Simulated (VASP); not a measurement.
Write the native input for VASP 6.6.1 that does the following.

* Task: single point
* Functional: PBE
* Potentials or basis: VASP PAW PBE potentials, release 64 (Y_sv, Ti_sv)
* Cutoff: 520 eV
* k mesh: 4 × 4 × 4
* Occupations: gaussian, width 0.1 eV
* Spin: no spin polarisation
* Dipole correction: no
* Further INCAR settings: ALGO = Normal; EDIFF = 1e-06; NBANDS = 43

The structure of Y2Ti lies in POSCAR:

```
Y2Ti
1.0
   -3.6678278816      3.6678278816      3.1705106660
    3.6678278816     -3.6678278816      3.1705106660
    3.6678278816      3.6678278816     -3.1705106660
Y Ti
4 2
Direct
    0.0000000000      0.3065675740      0.3065675740
    0.0000000000      0.6934324260      0.6934324260
    0.3065675740      0.0000000000      0.3065675740
    0.6934324260      0.0000000000      0.6934324260
    0.3404120827      0.3404120827      0.0000000000
    0.6595879173      0.6595879173      0.0000000000
```

The cell was generated, and may not be a known phase.

One way to write it, as run:

INCAR

```
PREC     = Accurate       # precision mode
ENCUT    = 520            # plane-wave cutoff, eV
EDIFF    = 1E-6           # SCF threshold, eV
ISMEAR   = 0              # smearing method
SIGMA    = 0.1            # smearing width, eV
LREAL    = F              # projectors in reciprocal space
LASPH    = T              # aspherical terms in the spheres
NELM     = 80             # most SCF steps
ALGO     = Normal         # electronic algorithm
ISIF     = 2              # what is computed and relaxed
LWAVE    = F              # write WAVECAR
LCHARG   = F              # write CHGCAR
GGA      = PE             # functional
NBANDS   = 43             # bands
```

KPOINTS

```
Automatic mesh
0
Gamma
  4 4 4
```

Potentials or basis: VASP PAW PBE potentials, release 64 (Y_sv, Ti_sv).

Run with:

```bash
$ cat potpaw_PBE.64/Y_sv/POTCAR potpaw_PBE.64/Ti_sv/POTCAR > POTCAR
$ mpirun -np 1 vasp_std > vasp.out
```

It gave:

```
Pressure               : 0.3 GPa
Largest force          : 0.356 eV/Å
Band gap on the k mesh : zero (bands 34 and 35 overlap by 0.40 eV)
```

Caveat: atoms lie so close that the PAW spheres overlap strongly, which falsifies energies and pressures.

Run time: 98 s on 1 thread of AMD EPYC 9R45 96-Core Processor (Zen 5), with other jobs on the host, peak memory 0.34 GiB.
